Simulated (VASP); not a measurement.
A run of VASP 6.6.1:

File INCAR:

```
ALGO = Normal
EDIFF = 1E-6
ENCUT = 520
GGA = PE
ISIF = 2
ISMEAR = -1
LASPH = True
LCHARG = True
LELF = True
LREAL = False
LVHAR = True
LWAVE = False
NBANDS = 16
NELM = 80
PREC = Accurate
SIGMA = 0.05
```

File KPOINTS:

```
k-points
0
Gamma
  11 11 11
```

The input POSCAR:

```
CdTe
1.0
    3.2624127599      0.0000000000      0.0000000000
    0.0000000000      3.2624127599      0.0000000000
    0.0000000000      0.0000000000      3.2624127599
Cd Te
1 1
Direct
    0.0000000000      0.0000000000      0.0000000000
    0.5000000000      0.5000000000      0.5000000000
```

Potentials or basis: VASP PAW PBE potentials, release 64 (Cd, Te).

Run with:

```sh
$ cat potpaw_PBE.64/Cd/POTCAR potpaw_PBE.64/Te/POTCAR > POTCAR
$ mpirun -np 1 vasp_std > vasp.out
```

Hardware: 1 thread of Intel(R) Xeon(R) Platinum 8259CL CPU @ 2.50GHz (Skylake/Cascade Lake) (shared host).

Problem. Estimate the wall time of this run.

Solution. It took 12 s on 1 thread of Intel(R) Xeon(R) Platinum 8259CL CPU @ 2.50GHz (Skylake/Cascade Lake), with other jobs on the host, peak memory 0.16 GiB. Counts: scf iterations 12, k points 56.
